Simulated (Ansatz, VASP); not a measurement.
**LiF: VASP beside Ansatz**

The input INCAR:

```
SYSTEM = LiF
ALGO = Normal
EDIFF = 1E-7
ENCUT = 520
GGA = PE
ISIF = 2
ISMEAR = 0
LASPH = .True.
LCHARG = .False.
LREAL = .False.
LWAVE = .False.
NBANDS = 18
NELM = 60
PREC = Accurate
SIGMA = 0.01
```

KPOINTS

```
k-points
0
Gamma
  6 6 4
  0 0 0
```

Contents of POSCAR:

```
LiF
1.0
    2.7757075659      0.0000000000      0.0000000000
   -1.3878537829      2.4038332655      0.0000000000
    0.0000000000      0.0000000000      4.7826938440
Li F
2 2
Direct
    0.0000000000      0.0000000000      0.0000000000
    0.0000000000      0.0000000000      0.5000000000
    0.3333333333      0.6666666667      0.2500000000
    0.6666666667      0.3333333333      0.7500000000
```

Input for Ansatz:

```yaml
crystal:
  lattice:
    - [2.7757075659, 0.0, 0.0]
    - [-1.3878537829, 2.4038332655, 0.0]
    - [0.0, 0.0, 4.782693844]
  atoms:
    - { symbol: Li, position: [0.0, 0.0, 0.0] }
    - { symbol: Li, position: [0.0, 0.0, 0.5] }
    - { symbol: F, position: [0.3333333333, 0.6666666667, 0.25] }
    - { symbol: F, position: [0.6666666667, 0.3333333333, 0.75] }
kpoints:
  mp_grid: { grid: [6, 6, 4] }
hamiltonian:
  xc: pbe
scf:
  occupations: { method: fixed }
output:
  optics:
    e_range: [0.5, 10]
    de: 0.05
    sigma: 0.15
    scissors: 2.5
    scheme: gaussian
    bands: { spectra_wanted_up_to: 10 }
```

Alike in both runs: task single point; functional PBE; k mesh 6 × 6 × 4; no spin polarisation.

|  | VASP | Ansatz |
| --- | --- | --- |
| version | VASP 6.6.1 | Ansatz 0.2.0 |
| potentials or method | VASP PAW PBE potentials, release 64 (Li_sv, F) | plane waves, PAW |
| plane-wave cutoff (eV) | 520 | 420 |
| occupations | gaussian, width 0.01 eV | fixed |
| valence electrons in the cell | 20 | 20 |

VASP gave:

```
gap on the k mesh at the Fermi level (eV) : 9.22
```

Problem. Estimate Ansatz's values.

Solution. gap on the k mesh at the Fermi level (eV): 9.21.

The k mesh is coarse, so the values compare programs but aren't converged. Noted on VASP's run: the cutoff is short for stress, so the pressure is rough.
